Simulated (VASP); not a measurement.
Write the native input for VASP 6.6.1 that does the following.

```
Task                   : relaxation of cell and atoms
Functional             : PBEsol
Potentials or basis    : VASP PAW PBE potentials, release 64 (Fe)
Cutoff                 : 600 eV
k mesh                 : 11 × 11 × 11
Occupations            : fermi-dirac, width 0.05 eV
Spin                   : collinear spin, ferromagnetic start
Starting moments       : [3.5] μB
Dipole correction      : no
Further INCAR settings : ALGO = Normal; EDIFF = 1e-07; IBRION = 2; EDIFFG = -0.02; NSW = 80; ISIF = 3
```

The structure of Fe lies in POSCAR:

```
Fe
1.0
   -1.4430000000      1.4430000000      1.4430000000
    1.4430000000     -1.4430000000      1.4430000000
    1.4430000000      1.4430000000     -1.4430000000
Fe
1
Direct
    0.0000000000      0.0000000000      0.0000000000
```

One way to write it, as run:

INCAR

```
SYSTEM = Fe
PREC     = Accurate       ! precision mode
ENCUT    = 600            ! plane-wave cutoff, eV
EDIFF    = 1E-7           ! SCF threshold, eV
ISMEAR   = -1             ! smearing method
SIGMA    = 0.05           ! smearing width, eV
LREAL    = .False.        ! projectors in reciprocal space
LASPH    = .True.         ! aspherical terms in the spheres
NELM     = 150            ! most SCF steps
ALGO     = Normal         ! electronic algorithm
ISIF     = 3              ! what is computed and relaxed
LWAVE    = .False.        ! write WAVECAR
LCHARG   = .False.        ! write CHGCAR
ISPIN    = 2              ! spin polarisation
MAGMOM   = 3.5            ! initial moments
LORBIT   = 11             ! projections on sites
LMAXMIX  = 4              ! l up to which the mixer works
GGA      = PS             ! functional
IBRION   = 2              ! ionic algorithm
NSW      = 80             ! ionic steps
EDIFFG   = -0.02          ! ionic threshold
```

KPOINTS

```
regular mesh
0
Gamma
  11 11 11
  0 0 0
```

Potentials or basis: VASP PAW PBE potentials, release 64 (Fe).

Command:

```bash
$ cat potpaw_PBE.64/Fe/POTCAR > POTCAR
$ mpirun -np 1 vasp_std > vasp.out
```

Results of the run:

```yaml
Relaxed_volume: 10.92 Å³/atom
Relaxed_cell: a = 2.421 Å, b = 2.421 Å, c = 2.421 Å, α = 109.47°, β = 109.47°, γ = 109.47°
Space_group_after_relaxing_to_0.1_Å: Im-3m (No. 229)
Energy_gained_by_relaxing: 68.0 meV/atom
Ionic_steps: 4
Pressure_after_relaxing: 0.0 GPa
Net_moment: 2.21 μB per cell
Site_moments: Fe +2.20 μB
Valence_electrons_inside_the_program's_atomic_spheres: Fe 7.36
```

Caveat: the PAW data sets were made with another functional, which shifts forces and pressure a little.

Wall time 70 s on 1 thread of Intel Xeon 8259CL, on a shared host, peak memory 0.15 GiB.
